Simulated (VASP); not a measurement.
Write the native input for VASP 6.6.1 that does the following.

```yaml
Task: relaxation of cell and atoms
Functional: r2SCAN
Potentials_or_basis: VASP PAW PBE potentials, release 64 (Au)
Cutoff: 600 eV
k_mesh: 11 × 11 × 11
Occupations: fermi-dirac, width 0.05 eV
Spin: no spin polarisation
Target_pressure: 2 GPa
Dipole_correction: no
Further_INCAR_settings: ALGO = Normal; EDIFF = 1e-07; IBRION = 2; EDIFFG = -0.01; NSW = 60; ISIF = 3
```

The system is Au.

```
Au
1.0
    -1.65727    1.65727    1.65727
     1.65727   -1.65727    1.65727
     1.65727    1.65727   -1.65727
Au
1
Direct
  0.00000 0.00000 0.00000
```

One way to write it, as run:

POSCAR

```
Au
1.0
   -1.6572690000      1.6572690000      1.6572690000
    1.6572690000     -1.6572690000      1.6572690000
    1.6572690000      1.6572690000     -1.6572690000
Au
1
Direct
    0.0000000000      0.0000000000      0.0000000000
```

INCAR.step1

```
SYSTEM = Au
  PREC = Accurate
  ENCUT = 600
  ISMEAR = -1
  SIGMA = 0.05
  LREAL = .FALSE.
  LASPH = .TRUE.
  NELM = 80
  GGA = PE
  ALGO = Normal
  EDIFF = 1E-4
  LWAVE = .TRUE.
  LCHARG = .FALSE.
```

INCAR.step2

```
SYSTEM = Au
  PREC = Accurate
  ENCUT = 600
  EDIFF = 1E-7
  ISMEAR = -1
  SIGMA = 0.05
  LREAL = .FALSE.
  LASPH = .TRUE.
  NELM = 80
  ALGO = Normal
  ISIF = 3
  LWAVE = .FALSE.
  LCHARG = .FALSE.
  METAGGA = R2SCAN
  LMIXTAU = .TRUE.
  IBRION = 2
  NSW = 60
  EDIFFG = -0.01
  PSTRESS = 20.0
  ISTART = 1
```

KPOINTS

```
regular mesh
0
G
  11 11 11
  0 0 0
```

Potentials or basis: VASP PAW PBE potentials, release 64 (Au).

Launch:

```sh
$ cat potpaw_PBE.64/Au/POTCAR > POTCAR
$ cp INCAR.step1 INCAR
$ mpirun -np 1 vasp_std > vasp.out
$ cp INCAR.step2 INCAR
$ mpirun -np 1 vasp_std > vasp.out
```

Results of the run:

```
Relaxed volume                                         : 17.49 Å³/atom
Relaxed cell                                           : a = 2.832 Å, b = 2.832 Å, c = 2.832 Å, α = 109.47°, β = 109.47°, γ = 109.47°
Space group after relaxing (to 0.05 Å)                 : Im-3m (No. 229)
Energy change on relaxing (the enthalpy is what falls) : -4.9 meV/atom
Ionic steps                                            : 3
Pressure after relaxing                                : 1.9 GPa
```

Caveat: the cell is relaxed towards a set pressure, so the enthalpy falls and the energy may rise; the PAW data sets were made with another functional, which shifts forces and pressure a little.

Run time: 2.7 min on 1 thread of AMD EPYC 7R43 64-Core Processor (Zen 3), with other jobs on the host, peak memory 0.13 GiB.
